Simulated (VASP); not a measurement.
# Cs2AgBiBr6: single point with LDA+U

The system is Cs2AgBiBr6.

```xyz
10
Lattice="0.0000 5.6161 5.6161 5.6161 0.0000 5.6161 5.6161 5.6161 0.0000" Properties=species:S:1:pos:R:3 pbc="T T T"
Bi    0.0000    0.0000    0.0000
Cs    8.4242    8.4242    8.4242
Cs    2.8081    2.8081    2.8081
Ag    5.6161    5.6161    5.6161
Br    5.6161    5.6161    8.4180
Br    5.6161    5.6161    2.8142
Br    2.8142    5.6161    5.6161
Br    5.6161    8.4180    5.6161
Br    8.4180    5.6161    5.6161
Br    5.6161    2.8142    5.6161
```

| Item | Value |
| --- | --- |
| Program | VASP 6.6.1 |
| Task | single point |
| Functional | LDA |
| Potentials or basis | VASP PAW LDA potentials, release 64 (Bi_d, Cs_sv, Ag, Br) |
| Cutoff | 520 eV |
| k mesh | 4 × 4 × 4 |
| Occupations | fermi-dirac, width 0.05 eV |
| Spin | no spin polarisation |
| Hubbard terms | Ag d U = 3.0 eV |

| Item | Value |
| --- | --- |
| Pressure | -1.4 GPa |
| Largest force | 0.315 eV/Å |
| Band gap on the k mesh | 1.36 eV (least direct gap 2.53 eV) |

Forces on the atoms (eV/Å):
```
Bi   0.000  0.000  0.000
Cs   0.000  0.000  0.000
Cs   0.000  0.000  0.000
Ag   0.000  0.000  0.000
Br   0.000  0.000 -0.315
Br   0.000  0.000  0.315
Br   0.315  0.000  0.000
Br   0.000 -0.315  0.000
Br  -0.315  0.000  0.000
Br   0.000  0.315  0.000
```

Levels at points of the mesh, in eV from the valence-band top:
| k point | band 39 | band 40 | band 41 | band 42 | band 43 | band 44 | band 45 | band 46 | band 47 | band 48 |
| --- | --- | --- | --- | --- | --- | --- | --- | --- | --- | --- |
| (0.00, 0.00, 0.00) | -0.98 | -0.98 | -0.98 | -0.78 | -0.78 | 2.38 | 2.38 | 2.38 | 3.48 | 4.45 |
| (0.50, 0.00, 0.00) | -1.30 | -1.30 | -1.18 | -1.18 | -1.18 | 1.36 | 3.78 | 3.78 | 4.84 | 5.00 |
| (0.50, 0.50, 0.00) | -1.52 | -1.52 | -1.00 | -0.79 | 0.00 | 2.92 | 2.92 | 3.30 | 4.49 | 5.18 |

Eigenvalues of the final occupation matrices:
```tsv
site	spin	trace	eigenvalues
site 4 d	1	4.73	0.94 0.94 0.94 0.95 0.95
site 4 d	2	4.73	0.94 0.94 0.94 0.95 0.95
```

Wall time 3.2 min on 1 thread of Intel(R) Xeon(R) Platinum 8259CL CPU @ 2.50GHz (Skylake/Cascade Lake) (shared host), peak memory 0.47 GiB.

Caveat: spin-orbit coupling is left out, which moves the levels of the heavy elements. A k mesh can miss the band edges.
